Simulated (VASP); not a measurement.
Wanted: the native input for a VASP 6.6.1 run.

| Quantity | Value |
| --- | --- |
| Task | relaxation of cell and atoms |
| Functional | LDA |
| Potentials or basis | VASP PAW LDA potentials, release 64 (Li_sv, Nb_sv, O) |
| Cutoff | 600 eV |
| k mesh | 6 × 6 × 6 |
| Occupations | gaussian, width 0.1 eV |
| Spin | no spin polarisation |
| Dipole correction | no |
| Further INCAR settings | ALGO = Normal; EDIFF = 1e-07; IBRION = 2; EDIFFG = -0.05; NSW = 100; ISIF = 3 |

The structure of LiNbO3 (lda) lies in POSCAR:

```
LiNbO3
1.0
    2.5770834800      1.4878798400      4.6625706200
   -2.5770834800      1.4878798400      4.6625706200
    0.0000000000     -2.9757596800      4.6625706200
Li Nb O
2 2 6
Direct
    0.7054734700      0.7054734700      0.7054734700
    0.2054734700      0.2054734700      0.2054734700
    0.9875072800      0.9875072800      0.9875072800
    0.4875072800      0.4875072800      0.4875072800
    0.8824795800      0.2700917500      0.6208967100
    0.6208967100      0.8824795800      0.2700917500
    0.2700917500      0.6208967100      0.8824795800
    0.7700917500      0.3824795800      0.1208967100
    0.3824795800      0.1208967100      0.7700917500
    0.1208967100      0.7700917500      0.3824795800
```

The input as run:

INCAR

```
SYSTEM = LiNbO3
PREC = Accurate ; ENCUT = 600
EDIFF = 1E-7 ; ISMEAR = 0
SIGMA = 0.1 ; LREAL = .FALSE.
LASPH = .TRUE. ; NELM = 100
ALGO = Normal ; ISIF = 3
LWAVE = .FALSE. ; LCHARG = .FALSE.
GGA = CA ; IBRION = 2
NSW = 100 ; EDIFFG = -0.05
```

KPOINTS

```
regular mesh
0
G
  6 6 6
  0 0 0
```

Potentials or basis: VASP PAW LDA potentials, release 64 (Li_sv, Nb_sv, O).

Run with:

```sh
$ cat potpaw_LDA.64/Li_sv/POTCAR potpaw_LDA.64/Nb_sv/POTCAR potpaw_LDA.64/O/POTCAR > POTCAR
$ mpirun -np 1 vasp_std > vasp.out
```

It gave:

```yaml
Relaxed_volume: 10.14 Å³/atom
Relaxed_cell: a = 5.420 Å, b = 5.420 Å, c = 5.420 Å, α = 55.74°, β = 55.74°, γ = 55.74°
Space_group_after_relaxing_to_0.05_Å: R3c (No. 161)
Energy_gained_by_relaxing: 21.9 meV/atom
Ionic_steps: 7
Pressure_after_relaxing: -0.3 GPa
Largest_force_after_relaxing: 0.036 eV/Å
Band_gap_on_the_k_mesh: 3.47 eV, indirect (least direct gap 3.49 eV)
```

Caveat: the cutoff is under 1.25 times the usual one of these potentials, so pressure, stress and relaxed cells hold a basis-set (Pulay) error; the relaxation stopped at a loose force limit of 0.05 eV/Å, so its end isn't a converged minimum.

It took 17 min on 1 thread of Intel(R) Xeon(R) Platinum 8488C (Sapphire Rapids), on a shared host, peak memory 0.37 GiB.
